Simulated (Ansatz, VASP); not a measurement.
# MgO in VASP and in Ansatz

INCAR

```
ALGO = Normal ; EDIFF = 1E-6
ENCUT = 600 ; GGA = CA
GGA_COMPAT = False ; ISIF = 2
ISMEAR = 0 ; LASPH = True
LCHARG = False ; LREAL = False
LWAVE = False ; NBANDS = 11
NELM = 120 ; PREC = Accurate
SIGMA = 0.1
```

KPOINTS

```
k-points
0
Gamma
  9 9 9
```

Contents of POSCAR:

```
MgO
1.0
    0.0000000000      2.1760000000      2.1760000000
    2.1760000000      0.0000000000      2.1760000000
    2.1760000000      2.1760000000      0.0000000000
Mg O
1 1
Direct
    0.0000000000      0.0000000000      0.0000000000
    0.5000000000      0.5000000000      0.5000000000
```

Input for Ansatz:

```yaml
crystal:
  lattice:
    - [0.0, 2.176, 2.176]
    - [2.176, 0.0, 2.176]
    - [2.176, 2.176, 0.0]
  atoms:
    - { symbol: Mg, position: [0.0, 0.0, 0.0] }
    - { symbol: O, position: [0.5, 0.5, 0.5] }
hamiltonian:
  xc: lda
  pseudopotentials: { kind: paw }
basis:
  ecutwfc: 420
kpoints:
  mp_grid: { grid: [9, 9, 9] }
scf:
  occupations: { method: gaussian, width: 0.1 }
  lower_state_search: "off"
  algorithm: density_mixing
  max_iter: 70
  mixing: { algorithm: anderson, ndim: 1, beta: 0.225, preconditioner: none }
output:
  forces: true
  stress: true
```

Alike in both runs: task single point; functional LDA; k mesh 9 × 9 × 9; occupations gaussian, width 0.1 eV; no spin polarisation.

|  | VASP | Ansatz |
| --- | --- | --- |
| version | VASP 6.6.1 | Ansatz 0.2.0 |
| potentials or method | VASP PAW LDA potentials, release 64 (Mg, O), cutoff 600 eV | PAW, plane waves, scalar-relativistic |
| valence electrons in the cell | 8 | 16 |

```csv
,VASP,Ansatz,Ansatz less VASP
pressure (GPa),-19.5,-17.7,+1.84
```

LDA's correlation is that of Perdew and Zunger in VASP and of Perdew and Wang (1992) in Ansatz. VASP's potentials hold 8 valence electrons a cell and Ansatz's 16, so a difference there can come from the potentials and not from the codes.
